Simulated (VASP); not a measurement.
# Si4O7 (a cell with a defect) in VASP: single point with LDA

Aim: the single point of Si4O7 (a cell with a defect) with LDA.

Everything below comes from runs of VASP 6.6.1. Logs are shortened: lines on timing, memory, paths and dates and some standing lists are left out, and cuts for length are marked.

### Step 1. The cell of the first run

The cell holds a defect, 11 atoms: a = 4.934 Å, b = 4.934 Å, c = 4.934 Å, α = 106.91°, β = 106.91°, γ = 114.72°.

### Step 2. Single point, LDA (atom 9 moved 0.500 of the way to it and +0.000 Å across, host rigid)

INCAR

```
SYSTEM = Si4O7
ALGO = Normal
EDIFF = 1E-6
ENCUT = 520
ISIF = 2
ISMEAR = 0
LASPH = .True.
LCHARG = .True.
LELF = .True.
LREAL = .False.
LVHAR = .True.
LWAVE = .False.
NBANDS = 40
NELM = 60
PREC = Accurate
SIGMA = 0.05
```

KPOINTS

```
k-points
0
Gamma
  6 6 6
  0 0 0
```

POSCAR

```
Si4O7
1.0
    0.0000000000      4.1548619959     -2.6614337333
    0.0000000000     -4.1548619959     -2.6614337333
   -4.1548619959      0.0000000000      2.6614337333
Si O
4 7
Direct
    0.2500000000      0.7500000000      0.5000000000
    0.7500000000      0.2500000000      0.5000000000
    0.0000000000      0.0000000000      1.0000000000
    0.5000000000      0.5000000000      1.0000000000
    1.0000000000      0.3055647994      0.3055647994
    0.5555647994      0.7500000000      0.8055647994
    0.0555647994      0.2500000000      0.8055647994
    0.0000000000      0.6944352006      0.6944352006
    0.5000000000      0.0000000000      0.5000000000
    0.9444352006      0.7500000000      0.1944352006
    0.4444352006      0.2500000000      0.1944352006
```

Potentials or basis: VASP PAW LDA potentials, release 64 (Si, O).

Command:

```sh
cat potpaw_LDA.64/Si/POTCAR potpaw_LDA.64/O/POTCAR > POTCAR
mpirun -np 1 vasp_std > vasp.out
```

OUTCAR:

```text
SYSTEM = Si4O7
   EDIFF = 1E-6
   ENCUT = 520
   ISIF = 2
   ISMEAR = 0
   LASPH = .True.
   LREAL = .False.
   NELM = 60
   PREC = Accurate

 ion  position               nearest neighbor table
   1  0.250  0.750  0.500-   9 1.33   8 1.75   5 1.75   6 1.80  10 1.80   2 2.66   2 2.66
   2  0.750  0.250  0.500-   9 1.33   8 1.75   5 1.75   7 1.80  11 1.80   1 2.66   1 2.66
   3  0.000  0.000  0.000-   6 1.75   7 1.75  10 1.75  11 1.75   5 1.80   8 1.80   4 2.66   4 2.66

   4  0.500  0.500  0.000-   6 1.75   7 1.75  10 1.75  11 1.75   3 2.66   3 2.66
   5  0.000  0.306  0.306-   1 1.75   2 1.75   3 1.80
   6  0.556  0.750  0.806-   3 1.75   4 1.75   1 1.80
   7  0.056  0.250  0.806-   3 1.75   4 1.75   2 1.80
   8  0.000  0.694  0.694-   1 1.75   2 1.75   3 1.80
   9  0.500  0.000  0.500-   1 1.33   2 1.33
  10  0.944  0.750  0.194-   3 1.75   4 1.75   1 1.80
  11  0.444  0.250  0.194-   3 1.75   4 1.75   2 1.80

  LATTYP: Found a body centered tetragonal cell.
 ALAT       =     5.8758621844
 C/A-ratio  =     0.9058870511

  Lattice vectors:

 A1 = (   0.0000000000,   4.1548619959,  -2.6614337333)
 A2 = (   0.0000000000,  -4.1548619959,  -2.6614337333)
 A3 = (  -4.1548619959,   0.0000000000,   2.6614337333)

Analysis of symmetry for initial positions (statically):
=====================================================================
 Subroutine PRICEL returns:
 Original cell was already a primitive cell.

 Routine SETGRP: Setting up the symmetry group for a
 body centered tetragonal supercell.

 Subroutine GETGRP returns: Found  8 space group operations
 (whereof  8 operations were pure point group operations)
 out of a pool of 16 trial point group operations.

The static configuration has the point symmetry D_2h.

Analysis of symmetry for dynamics (positions and initial velocities):
=====================================================================
 Subroutine PRICEL returns:
 Original cell was already a primitive cell.

 Routine SETGRP: Setting up the symmetry group for a
 body centered tetragonal supercell.

 Subroutine GETGRP returns: Found  8 space group operations
 (whereof  8 operations were pure point group operations)
 out of a pool of 16 trial point group operations.

The dynamic configuration has the point symmetry D_2h.

 Subroutine INISYM returns: Found  8 space group operations
 (whereof  8 operations are pure point group operations),
 and found     1 'primitive' translations

----------------------------------------------------------------------------------------

                                     Primitive cell

  volume of cell :      91.8880

  direct lattice vectors                    reciprocal lattice vectors
     0.000000000  4.154861996 -2.661433733    -0.120340940  0.120340940 -0.187868664
     0.000000000 -4.154861996 -2.661433733    -0.120340940 -0.120340940 -0.187868664
    -4.154861996  0.000000000  2.661433733    -0.240681881  0.000000000  0.000000000

  length of vectors
     4.934177512  4.934177512  4.934177512     0.253492641  0.253492641  0.240681881

  position of ions in fractional coordinates (direct lattice)
     0.250000000  0.750000000  0.500000000
     0.750000000  0.250000000  0.500000000
     0.000000000  0.000000000  0.000000000
     0.500000000  0.500000000  0.000000000
     0.000000000  0.305564799  0.305564799
     0.555564799  0.750000000  0.805564799
     0.055564799  0.250000000  0.805564799
     0.000000000  0.694435201  0.694435201
     0.500000000  0.000000000  0.500000000
     0.944435201  0.750000000  0.194435201
     0.444435201  0.250000000  0.194435201

  ion indices of the primitive-cell ions
   primitive index   ion index
                 1           1
                 2           2
                 3           3
                 4           4
                 5           5
                 6           6
                 7           7
                 8           8
                 9           9
                10          10
                11          11

----------------------------------------------------------------------------------------

 KPOINTS: k-points

Automatic generation of k-mesh.
 Grid dimensions read from file:
 generate k-points for:    6    6    6

 Generating k-lattice:

  Cartesian coordinates                     Fractional coordinates (reciprocal lattice)
    -0.020056823  0.020056823 -0.031311444     0.166666667 -0.000000000  0.000000000
    -0.020056823 -0.020056823 -0.031311444    -0.000000000  0.166666667  0.000000000
    -0.040113647  0.000000000  0.000000000     0.000000000  0.000000000  0.166666667

  Length of vectors
     0.042248773  0.042248773  0.040113647

  Shift w.r.t. Gamma in fractional coordinates (k-lattice)
     0.000000000  0.000000000  0.000000000

 Subroutine IBZKPT returns following result:
 ===========================================

 Found     46 irreducible k-points:

 Following reciprocal coordinates:
            Coordinates               Weight
  0.000000  0.000000  0.000000      1.000000
  0.166667  0.000000 -0.000000      4.000000
  0.166667  0.000000 -0.166667      4.000000
  0.333333  0.000000 -0.000000      4.000000
  0.333333  0.000000 -0.333333      4.000000
  0.500000  0.000000 -0.000000      2.000000
[... 16 lines left out ...]
 -0.333333 -0.166667 -0.333333      4.000000
 -0.166667  0.166667  0.166667      2.000000
 [... further k-points ...]
   k-points           NKPTS =     46   k-points in BZ     NKDIM =     46   number of bands    NBANDS=     40
   number of dos      NEDOS =    301   number of ions     NIONS =     11
   total plane-waves  NPLWV =  64000
   dimension x,y,z NGX =    40 NGY =   40 NGZ =   40
   dimension x,y,z NGXF=    80 NGYF=   80 NGZF=   80
   ions per type =               4   7
   NGX,Y,Z   is equivalent  to a cutoff of  13.48, 13.48, 13.48 a.u.
   NGXF,Y,Z  is equivalent  to a cutoff of  26.95, 26.95, 26.95 a.u.
 SYSTEM =  Si4O7
   PREC   = accura    normal or accurate (medium, high low for compatibility)
   ISTART =      0    job   : 0-new  1-cont  2-samecut
   ICHARG =      2    charge: 1-file 2-atom 10-const
   ISPIN  =      1    spin polarized calculation?
   LNONCOLLINEAR =      F non collinear calculations
   LSORBIT =      F    spin-orbit coupling
   LASPH  =      T    aspherical Exc in radial PAW
   ENCUT  =  520.0 eV  38.22 Ry    6.18 a.u.   9.17  9.17  9.17*2*pi/ulx,y,z
   NELM   =     60;   NELMIN=  2; NELMDL= -5     # of ELM steps
   EDIFF  = 0.1E-05   stopping-criterion for ELM
   LREAL  =      F    real-space projection
   EDIFFG = 0.1E-04   stopping-criterion for IOM
   NSW    =      0    number of steps for IOM
   IBRION =     -1    ionic relax: 0-MD 1-quasi-New 2-CG
   NFREE  =      0    steps in history (QN), initial steepest desc. (CG)
   ISIF   =      2    stress and relaxation
   ISYM   =      2    0-nonsym 1-usesym 2-fastsym
   POTIM  = 0.5000    time-step for ionic-motion
   TEBEG  =    0.0;   TEEND  =   0.0 temperature during run
   PSTRESS=    0.0 pullay stress
   NELECT =      58.0000    total number of electrons
   NUPDOWN=      -1.0000    fix difference up-down
   EMIN   =  10.00;   EMAX   =-10.00  energy-range for DOS
   EFERMI =   0.00;   METHOD = LEGACY
   ISMEAR =     0;   SIGMA  =   0.05  broadening in eV -4-tet -1-fermi 0-gaus
   EFERMI_NEDOS =   21; number of points for ismear=-14 and -15
   IALGO  =     38    algorithm
   IMIX   =      4    mixing-type and parameters
     AMIX     =   0.40;   BMIX     =  1.00
     AMIX_MAG =   1.60;   BMIX_MAG =  1.00
  volume/ion in A,a.u.               =       8.35        56.37
  Fermi-wavevector in a.u.,A,eV,Ry     =   1.404315  2.653771 26.832059  1.972101
  Thomas-Fermi vector in A             =   2.526889
   LORBIT       =      0    0 simple, 1 ext, 2 COOP (PROOUT), +10 PAW based schemes
   GGA     = CA    functional components
   LHFCALC =     F    Hartree Fock is set to
   AEXX    =    0.0000 exact exchange contribution
   IVDW    =     0    specifies the selected vdW correction
   LEPSILON=     F    determine dielectric tensor
   LRPA    =     F    only Hartree local field effects (RPA)
 non-spin polarized calculation
 Gauss-broadening in eV      SIGMA  =   0.05
  energy-cutoff  :      520.00
  volume of cell :       91.89
 maximum number of plane-waves:      2502
 NGX is ok and might be reduce to    40
   NGX = 19   NGY = 19   NGZ = 19

 number of electron      58.0000001 magnetization

 Free energy of the ion-electron system (eV)
  ---------------------------------------------------
  ext. energy  EPLUGINS =         0.00000000
  ---------------------------------------------------
  free energy    TOTEN  =       -82.54821503 eV

  energy without entropy =      -82.54755620  energy(sigma->0) =      -82.54788562

 E-fermi :  11.4733     XC(G=0): -12.3102

 val. band max:       11.4272495556   @ k =  -0.1667   0.1667   0.1667
 cond. band min:      11.5066209365   @ k =  -0.3333  -0.3333   0.3333
 fundamental gap:      0.0793713809
 Fermi energy:        11.4733072488

 k-point     1 :       0.0000    0.0000    0.0000
  band No.  band energies     occupation
      1     -15.5932      2.00000
      2     -13.5118      2.00000
      3     -11.7430      2.00000
      4     -11.2160      2.00000
      5     -11.1770      2.00000
      6     -11.0750      2.00000
[... 32 lines left out ...]
     39      18.9377      0.00000
     40      19.2300      0.00000

 k-point     2 :       0.1667    0.0000   -0.0000
  band No.  band energies     occupation
      1     -15.4946      2.00000
      2     -13.5680      2.00000
      3     -11.8219      2.00000
      4     -11.6012      2.00000
      5     -11.0886      2.00000
      6     -10.8112      2.00000
[... 32 lines left out ...]
     39      18.7251      0.00000
     40      19.5612      0.00000

 k-point     3 :       0.1667    0.0000   -0.1667
  band No.  band energies     occupation
      1     -15.5097      2.00000
      2     -13.5160      2.00000
      3     -11.8807      2.00000
      4     -11.5275      2.00000
      5     -11.1520      2.00000
      6     -10.8253      2.00000
[... 32 lines left out ...]
     39      19.0910      0.00000
     40      19.1768      0.00000

 k-point     4 :       0.3333    0.0000   -0.0000
  band No.  band energies     occupation
      1     -15.2724      2.00000
      2     -13.6389      2.00000
      3     -12.1370      2.00000
      4     -11.9426      2.00000
      5     -11.1156      2.00000
      6     -10.6689      2.00000
[... 32 lines left out ...]
     39      18.9613      0.00000
     40      19.3326      0.00000
[... 772 lines left out ...]
     39      18.5627      0.00000
     40      19.4170      0.00000

 k-point    23 :      -0.3333   -0.1667   -0.3333
  band No.  band energies     occupation
      1     -15.1600      2.00000
      2     -13.2413      2.00000
      3     -12.9080      2.00000
      4     -12.2490      2.00000
      5     -10.7116      2.00000
      6     -10.5547      2.00000
[... 32 lines left out ...]
     39      18.5810      0.00000
     40      19.2769      0.00000

 k-point    24 :      -0.1667    0.1667    0.1667
  band No.  band energies     occupation
      1     -15.4888      2.00000
      2     -13.3763      2.00000
      3     -11.9707      2.00000
      4     -11.8348      2.00000
      5     -11.2751      2.00000
      6     -10.6483      2.00000
[... 32 lines left out ...]
     39      19.1526      0.00000
     40      19.3570      0.00000

 [... further k-points ...]
[... 5 lines left out ...]
  --------------------------------------------------------------------------------------
  -------------------------------------------------------------------------------------
  Total        5.4535736      5.4535736     61.8017745     -1.5143072      0.0000000      0.0000000
  in kB       95.0895747     95.0895747   1077.5878058    -26.4037568      0.0000000      0.0000000
  external PRESSURE =     422.5889851 kB  Pullay stress =       0.0000000 kB

 VOLUME and BASIS-vectors are now :
 -----------------------------------------------------------------------------
  energy-cutoff  :      520.00
  volume of cell :       91.89
      direct lattice vectors                 reciprocal lattice vectors
     0.000000000  4.154861996 -2.661433733    -0.120340940  0.120340940 -0.187868664
     0.000000000 -4.154861996 -2.661433733    -0.120340940 -0.120340940 -0.187868664
    -4.154861996  0.000000000  2.661433733    -0.240681881  0.000000000  0.000000000

 POSITION                                       TOTAL-FORCE (eV/Angst)
 -----------------------------------------------------------------------------------
     -2.07743     -2.07743     -1.33072         0.000000      0.000000     20.914859
     -2.07743      2.07743     -1.33072        -0.000000     -0.000000    -20.914859
      0.00000      0.00000      0.00000         0.000000      0.000000      0.000000
      0.00000      0.00000     -2.66143         0.000000      0.000000      0.000000
     -1.26958     -1.26958      0.00000         0.108450      0.108450      0.000000
     -3.34701     -0.80785     -1.33072         0.362741     -0.362741     -0.329950
     -3.34701     -0.80785      1.33072         0.362741     -0.362741      0.329950
     -2.88528     -2.88528      0.00000        -0.108450     -0.108450      0.000000
     -2.07743      2.07743      0.00000         0.000000      0.000000      0.000000
     -0.80785      0.80785     -3.99215        -0.362741      0.362741     -0.329950
     -0.80785      0.80785     -1.33072        -0.362741      0.362741      0.329950
 -----------------------------------------------------------------------------------
    total drift:                                0.000000      0.000000     -0.000000

  FREE ENERGIE OF THE ION-ELECTRON SYSTEM (eV)
  ---------------------------------------------------
  free  energy   TOTEN  =       -82.5482150300 eV

  energy  without entropy=      -82.5475562031  energy(sigma->0) =      -82.54788562
```

It took 3.3 min on 1 thread of Intel Xeon Platinum 8259CL at 2.50GHz (Skylake/Cascade Lake), shared host; peak memory 0.25 GiB.

What came out:

- Free energy: -82.5482 eV
- Pressure: 42.3 GPa
- Largest force: 20.915 eV/Å
- Band gap on the k mesh: zero (band 29 reaches 11.51 eV, above the bottom of band 30 at 11.43 eV)

Forces on the atoms (eV/Å):
```
Si    0.000   0.000  20.915
Si    0.000   0.000 -20.915
Si    0.000   0.000   0.000
Si    0.000   0.000   0.000
O     0.108   0.108   0.000
O     0.363  -0.363  -0.330
O     0.363  -0.363   0.330
O    -0.108  -0.108   0.000
O     0.000   0.000   0.000
O    -0.363   0.363  -0.330
O    -0.363   0.363   0.330
```

Caveat: the cell differs from its parent crystal (atom 9 moved 0.500 of the way to it and +0.000 Å across, host rigid).
